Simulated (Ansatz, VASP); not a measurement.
**One calculation of Ca, two programs**

```
Ca
1.0
    -0.03907    2.80626    2.81025
     2.72557   -0.00878    2.77997
     2.75441    2.80481   -0.03762
Ca
1
Direct
  0.00063 0.98687 0.01152
```

Change from the starting cell: cell strained at random at fixed volume.

Alike in both runs: task single point; functional PBEsol; k mesh 8 × 8 × 8; occupations gaussian, width 0.1 eV; no spin polarisation.

```csv
,VASP,Ansatz
version,VASP 6.6.1,Ansatz 0.2.0
potentials or method,"VASP PAW PBE potentials, release 64 (Ca_sv), cutoff 520 eV","all-electron LAPW, scalar-relativistic"
```

|  | VASP | Ansatz | Ansatz less VASP |
| --- | --- | --- | --- |
| gap on the k mesh at the Fermi level (eV) | none | none | - |
| pressure (GPa) | -1.2 | -1.2 | +0.01 |
| traceless stress, the component that is largest in VASP (GPa) | 0.29 | 0.29 | -0.001 |

VASP's potentials were made for PBE, not for PBEsol. A gap of «none» marks a metal or a gap that the smearing closes. Ansatz ran all-electron here, and VASP with PAW potentials.
